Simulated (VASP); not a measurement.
# GaP4 (P1) in VASP: a series of runs

GaP4 is run at these levels: PBE; tasks: single point.

Everything below comes from runs of VASP 6.6.1. Logs are shortened: lines on timing, memory, paths and dates and some standing lists are left out, and cuts for length are marked.

## 1. The cell of the first run

The typed cell holds 10 atoms: a = 5.202 Å, b = 5.210 Å, c = 10.265 Å, α = 80.13°, β = 84.24°, γ = 87.65°.

## 2. Single point, PBE

INCAR

```
PREC = Accurate
ENCUT = 520
EDIFF = 1E-7
ISMEAR = 0
SIGMA = 0.1
LREAL = False
LASPH = True
NELM = 80
ALGO = Normal
ISIF = 2
LWAVE = False
LCHARG = True
GGA = PE
LELF = True
LVHAR = True
NBANDS = 44
```

KPOINTS

```
Automatic mesh
0
Gamma
  4 4 2
```

POSCAR

```
GaP4
1.0
    5.2017992209      0.0000000000      0.0000000000
    0.2139191034      5.2054319296      0.0000000000
    1.0310287397      1.7194232284     10.0676687755
Ga P
2 8
Direct
    0.9162208261      0.9974639592      0.3811485694
    0.8700011985      0.0209610917      0.0541249382
    0.8157427391      0.3369834934      0.6786683722
    0.6122418526      0.3029597253      0.2233781776
    0.5320920431      0.6626639341      0.6536668185
    0.1961633527      0.7173122045      0.2163505481
    0.7141877067      0.5619403905      0.8416670963
    0.6007635127      0.7007099235      0.2784357978
    0.4330665114      0.2975856550      0.7927250778
    0.3095202572      0.4014196228      0.3798346042
```

Potentials or basis: VASP PAW PBE potentials, release 64 (Ga_d, P).

Launch:

```sh
> cat potpaw_PBE.64/Ga_d/POTCAR potpaw_PBE.64/P/POTCAR > POTCAR
> mpirun -np 1 vasp_std > vasp.out
```

OUTCAR:

```text
PREC = Accurate
   ENCUT = 520
   EDIFF = 1E-7
   ISMEAR = 0
   LREAL = False
   LASPH = True
   NELM = 80
   ISIF = 2
   GGA = PE

 ion  position               nearest neighbor table
   1  0.916  0.997  0.381-   4 2.66   6 2.70   8 2.70
   2  0.870  0.021  0.054-   4 2.69   6 2.76   8 2.88
   3  0.816  0.337  0.679-   5 2.20   9 2.20   7 2.21
   4  0.612  0.303  0.223-   8 2.24  10 2.24   1 2.66   2 2.69
   5  0.532  0.663  0.654-   3 2.20   7 2.21   9 2.22
   6  0.196  0.717  0.216-  10 2.25   8 2.25   1 2.70   2 2.76
   7  0.714  0.562  0.842-   9 2.20   5 2.21   3 2.21
   8  0.601  0.701  0.278-   4 2.24   6 2.25  10 2.27   1 2.70   2 2.88
   9  0.433  0.298  0.793-   7 2.20   3 2.20   5 2.22
  10  0.310  0.401  0.380-   4 2.24   6 2.25   8 2.27

  LATTYP: Found a triclinic cell.
 ALAT       =     5.2017992209
 B/A-ratio  =     2.1996800104
 C/A-ratio  =     1.9734227739
 COS(alpha) =     0.0132430025
 COS(beta)  =     0.1004377674
 COS(gamma) =     0.8905276816

  Lattice vectors:

 A1 = (  -5.2017992209,   0.0000000000,   0.0000000000)
 A2 = ( -10.1896793384,   5.2054319296,   0.0000000000)
 A3 = (  -1.0310287397,  -1.7194232284, -10.0676687755)

Analysis of symmetry for initial positions (statically):
=====================================================================
 Subroutine PRICEL returns:
 Original cell was already a primitive cell.

 Routine SETGRP: Setting up the symmetry group for a
 triclinic supercell.

 Subroutine GETGRP returns: Found  1 space group operations
 (whereof  1 operations were pure point group operations)
 out of a pool of  2 trial point group operations.

The static configuration has the point symmetry C_1 .

Analysis of symmetry for dynamics (positions and initial velocities):
=====================================================================
 Subroutine PRICEL returns:
 Original cell was already a primitive cell.

 Routine SETGRP: Setting up the symmetry group for a
 triclinic supercell.

 Subroutine GETGRP returns: Found  1 space group operations
 (whereof  1 operations were pure point group operations)
 out of a pool of  2 trial point group operations.

The dynamic configuration has the point symmetry C_1 .

 Subroutine INISYM returns: Found  1 space group operations
 (whereof  1 operations are pure point group operations),
 and found     1 'primitive' translations

----------------------------------------------------------------------------------------

                                     Primitive cell

  volume of cell :     272.6084

  direct lattice vectors                    reciprocal lattice vectors
     5.201799221  0.000000000  0.000000000     0.192241176 -0.007900220 -0.018338144
     0.213919103  5.205431930  0.000000000     0.000000000  0.192107017 -0.032809310
     1.031028740  1.719423228 10.067668775     0.000000000  0.000000000  0.099327861

  length of vectors
     5.201799221  5.209825617 10.265349048     0.193275376  0.194888575  0.099327861

  position of ions in fractional coordinates (direct lattice)
     0.916220826  0.997463959  0.381148569
     0.870001198  0.020961092  0.054124938
     0.815742739  0.336983493  0.678668372
     0.612241853  0.302959725  0.223378178
     0.532092043  0.662663934  0.653666818
     0.196163353  0.717312204  0.216350548
     0.714187707  0.561940390  0.841667096
     0.600763513  0.700709923  0.278435798
     0.433066511  0.297585655  0.792725078
     0.309520257  0.401419623  0.379834604

  ion indices of the primitive-cell ions
   primitive index   ion index
                 1           1
                 2           2
                 3           3
                 4           4
                 5           5
                 6           6
                 7           7
                 8           8
                 9           9
                10          10

----------------------------------------------------------------------------------------

 KPOINTS: Automatic mesh

Automatic generation of k-mesh.
 Grid dimensions read from file:
 generate k-points for:    4    4    2

 Generating k-lattice:

  Cartesian coordinates                     Fractional coordinates (reciprocal lattice)
     0.048060294 -0.001975055 -0.004584536     0.250000000  0.000000000 -0.000000000
     0.000000000  0.048026754 -0.008202328     0.000000000  0.250000000  0.000000000
     0.000000000  0.000000000  0.049663930     0.000000000  0.000000000  0.500000000

  Length of vectors
     0.048318844  0.048722144  0.049663930

  Shift w.r.t. Gamma in fractional coordinates (k-lattice)
     0.000000000  0.000000000  0.000000000

 Subroutine IBZKPT returns following result:
 ===========================================

 Found     20 irreducible k-points:

 Following reciprocal coordinates:
            Coordinates               Weight
  0.000000  0.000000  0.000000      1.000000
  0.250000 -0.000000  0.000000      2.000000
  0.500000 -0.000000  0.000000      1.000000
  0.000000  0.250000 -0.000000      2.000000
  0.250000  0.250000 -0.000000      2.000000
  0.500000  0.250000  0.000000      2.000000
[... 12 lines left out ...]
  0.250000  0.500000  0.500000      2.000000
  0.500000  0.500000  0.500000      1.000000
   k-points           NKPTS =     20   k-points in BZ     NKDIM =     20   number of bands    NBANDS=     44
   number of dos      NEDOS =    301   number of ions     NIONS =     10
   total plane-waves  NPLWV = 128000
   dimension x,y,z NGX =    40 NGY =   40 NGZ =   80
   dimension x,y,z NGXF=    80 NGYF=   80 NGZF=  160
   ions per type =               2   8
   NGX,Y,Z   is equivalent  to a cutoff of  12.78, 12.76, 12.96 a.u.
   NGXF,Y,Z  is equivalent  to a cutoff of  25.57, 25.53, 25.91 a.u.
 SYSTEM =  unknown system
   PREC   = accura    normal or accurate (medium, high low for compatibility)
   ISTART =      0    job   : 0-new  1-cont  2-samecut
   ICHARG =      2    charge: 1-file 2-atom 10-const
   ISPIN  =      1    spin polarized calculation?
   LNONCOLLINEAR =      F non collinear calculations
   LSORBIT =      F    spin-orbit coupling
   LASPH  =      T    aspherical Exc in radial PAW
   ENCUT  =  520.0 eV  38.22 Ry    6.18 a.u.   9.67  9.69 19.09*2*pi/ulx,y,z
   NELM   =     80;   NELMIN=  2; NELMDL= -5     # of ELM steps
   EDIFF  = 0.1E-06   stopping-criterion for ELM
   LREAL  =      F    real-space projection
   EDIFFG = 0.1E-05   stopping-criterion for IOM
   NSW    =      0    number of steps for IOM
   IBRION =     -1    ionic relax: 0-MD 1-quasi-New 2-CG
   NFREE  =      0    steps in history (QN), initial steepest desc. (CG)
   ISIF   =      2    stress and relaxation
   ISYM   =      2    0-nonsym 1-usesym 2-fastsym
   POTIM  = 0.5000    time-step for ionic-motion
   TEBEG  =    0.0;   TEEND  =   0.0 temperature during run
   PSTRESS=    0.0 pullay stress
   NELECT =      66.0000    total number of electrons
   NUPDOWN=      -1.0000    fix difference up-down
   EMIN   =  10.00;   EMAX   =-10.00  energy-range for DOS
   EFERMI =   0.00;   METHOD = LEGACY
   ISMEAR =     0;   SIGMA  =   0.10  broadening in eV -4-tet -1-fermi 0-gaus
   EFERMI_NEDOS =   21; number of points for ismear=-14 and -15
   IALGO  =     38    algorithm
   IMIX   =      4    mixing-type and parameters
     AMIX     =   0.40;   BMIX     =  1.00
     AMIX_MAG =   1.60;   BMIX_MAG =  1.00
  volume/ion in A,a.u.               =      27.26       183.97
  Fermi-wavevector in a.u.,A,eV,Ry     =   1.020336  1.928155 14.164819  1.041085
  Thomas-Fermi vector in A             =   2.153899
   LORBIT       =      0    0 simple, 1 ext, 2 COOP (PROOUT), +10 PAW based schemes
   GGA     = PE    functional components
   LHFCALC =     F    Hartree Fock is set to
   AEXX    =    0.0000 exact exchange contribution
   IVDW    =     0    specifies the selected vdW correction
   LEPSILON=     F    determine dielectric tensor
   LRPA    =     F    only Hartree local field effects (RPA)
 non-spin polarized calculation
 Gauss-broadening in eV      SIGMA  =   0.10
  energy-cutoff  :      520.00
  volume of cell :      272.61
 maximum number of plane-waves:      7370
 NGX is ok and might be reduce to    40
   NGX = 19   NGY = 19   NGZ = 39

 number of electron      66.0000008 magnetization

 Free energy of the ion-electron system (eV)
  ---------------------------------------------------
  ext. energy  EPLUGINS =         0.00000000
  ---------------------------------------------------
  free energy    TOTEN  =       -46.28102051 eV

  energy without entropy =      -46.28034641  energy(sigma->0) =      -46.28068346

 E-fermi :   3.1898     XC(G=0):  -8.1884

 val. band max:        3.0550172659   @ k =   0.0000   0.5000   0.5000
 cond. band min:       3.3530375740   @ k =   0.2500   0.2500  -0.0000
 fundamental gap:      0.2980203081
 Fermi energy:         3.1897742525

 k-point     1 :       0.0000    0.0000    0.0000
  band No.  band energies     occupation
      1     -12.8663      2.00000
      2     -12.1561      2.00000
      3     -12.1426      2.00000
      4     -12.1371      2.00000
      5     -12.1192      2.00000
      6     -12.0985      2.00000
[... 36 lines left out ...]
     43       6.3435      0.00000
     44       6.7428      0.00000

 k-point     2 :       0.2500   -0.0000    0.0000
  band No.  band energies     occupation
      1     -12.8384      2.00000
      2     -12.1550      2.00000
      3     -12.1468      2.00000
      4     -12.1358      2.00000
      5     -12.1223      2.00000
      6     -12.0979      2.00000
[... 36 lines left out ...]
     43       6.4446      0.00000
     44       6.6428      0.00000

 k-point     3 :       0.5000   -0.0000    0.0000
  band No.  band energies     occupation
      1     -12.8098      2.00000
      2     -12.1536      2.00000
      3     -12.1499      2.00000
      4     -12.1352      2.00000
      5     -12.1235      2.00000
      6     -12.0976      2.00000
[... 788 lines left out ...]
     43       6.2688      0.00000
     44       6.4733      0.00000

 k-point    20 :       0.5000    0.5000    0.5000
  band No.  band energies     occupation
      1     -12.7593      2.00000
      2     -12.1606      2.00000
      3     -12.1380      2.00000
      4     -12.1351      2.00000
      5     -12.1205      2.00000
      6     -12.0980      2.00000
[... 36 lines left out ...]
     43       6.2591      0.00000
     44       6.4941      0.00000

------------------------ aborting loop because EDIFF is reached ----------------------------------------

  FORCE on cell =-STRESS in cart. coord.  units (eV):
  Direction    XX          YY          ZZ          XY          YZ          ZX
  --------------------------------------------------------------------------------------
  -------------------------------------------------------------------------------------
  Total       -0.3898068     -0.6784906     -0.1071478      0.0389282      0.1587727      0.3315030
  in kB       -2.2909772     -3.9876328     -0.6297301      0.2287894      0.9331406      1.9483133
  external PRESSURE =      -2.3027801 kB  Pullay stress =       0.0000000 kB

 VOLUME and BASIS-vectors are now :
 -----------------------------------------------------------------------------
  energy-cutoff  :      520.00
  volume of cell :      272.61
      direct lattice vectors                 reciprocal lattice vectors
     5.201799221  0.000000000  0.000000000     0.192241176 -0.007900220 -0.018338144
     0.213919103  5.205431930  0.000000000     0.000000000  0.192107017 -0.032809310
     1.031028740  1.719423228 10.067668775     0.000000000  0.000000000  0.099327861

 POSITION                                       TOTAL-FORCE (eV/Angst)
 -----------------------------------------------------------------------------------
      5.37235      5.84759      3.83728         0.010592     -0.029963     -0.059143
      4.58586      0.20218      0.54491        -0.064591     -0.015806     -0.036531
      5.01514      2.92106      6.83261        -0.039332      0.014906      0.009889
      3.47988      1.96112      2.24890         0.047159      0.009519      0.072404
      3.58354      4.57338      6.58090        -0.028437     -0.072442     -0.011122
      1.39691      4.10592      2.17815         0.053921      0.063232      0.089859
      4.70305      4.37232      8.47363         0.053065     -0.008037      0.025454
      3.56202      4.12625      2.80320        -0.133873     -0.073573      0.032029
      3.13371      2.91209      7.98089         0.019603      0.040881     -0.014295
      2.08755      2.74266      3.82405         0.081893      0.071283     -0.108544
 -----------------------------------------------------------------------------------
    total drift:                                0.000222     -0.000106      0.000149

  FREE ENERGIE OF THE ION-ELECTRON SYSTEM (eV)
  ---------------------------------------------------
  free  energy   TOTEN  =       -46.2810205114 eV

  energy  without entropy=      -46.2803464137  energy(sigma->0) =      -46.28068346
```

Run time: 3.9 min. Hardware: 1 thread of Intel Xeon Platinum 8488C (Sapphire Rapids), shared host; peak memory 0.44 GiB.

What came out:

```
Free energy            : -46.2810 eV
Pressure               : -0.2 GPa
Largest force          : 0.156 eV/Å
Band gap on the k mesh : 0.30 eV (least direct gap 0.39 eV)
```

Forces on the atoms (eV/Å):
```
Ga   0.011 -0.030 -0.059
Ga  -0.065 -0.016 -0.037
P   -0.039  0.015  0.010
P    0.047  0.010  0.072
P   -0.028 -0.072 -0.011
P    0.054  0.063  0.090
P    0.053 -0.008  0.025
P   -0.134 -0.074  0.032
P    0.020  0.041 -0.014
P    0.082  0.071 -0.109
```

Levels at points of the mesh, in eV from the valence-band top:
| k point | band 29 | band 30 | band 31 | band 32 | band 33 | band 34 | band 35 | band 36 | band 37 | band 38 |
| --- | --- | --- | --- | --- | --- | --- | --- | --- | --- | --- |
| (0.00, 0.00, 0.00) | -2.69 | -2.41 | -2.00 | -1.14 | -0.51 | 0.41 | 0.93 | 1.41 | 1.85 | 2.12 |
| (0.50, 0.00, 0.00) | -2.42 | -2.02 | -1.86 | -1.42 | -0.08 | 0.32 | 0.99 | 1.21 | 1.51 | 1.86 |
| (0.00, 0.50, 0.00) | -2.54 | -2.12 | -1.81 | -1.47 | -0.28 | 0.33 | 0.93 | 1.39 | 1.62 | 2.09 |
| (0.50, 0.50, 0.00) | -2.09 | -1.63 | -1.45 | -0.94 | -0.79 | 0.44 | 1.05 | 1.32 | 1.49 | 1.69 |
| (0.00, 0.00, 0.50) | -2.61 | -2.44 | -1.95 | -1.13 | -0.85 | 0.45 | 0.81 | 1.54 | 1.71 | 2.29 |
| (0.50, 0.00, 0.50) | -2.55 | -1.92 | -1.84 | -1.62 | -0.21 | 0.39 | 1.04 | 1.31 | 1.68 | 1.83 |
| (0.00, 0.50, 0.50) | -2.43 | -2.00 | -1.84 | -1.60 | 0.00 | 0.39 | 1.04 | 1.23 | 1.44 | 1.76 |
| (0.50, 0.50, 0.50) | -2.00 | -1.51 | -1.39 | -0.94 | -0.81 | 0.47 | 1.15 | 1.38 | 1.52 | 1.71 |

Caveat: semilocal functionals underestimate gaps, and a narrow one can read as zero. A k mesh can miss the band edges.

[end of part 1 of 2]
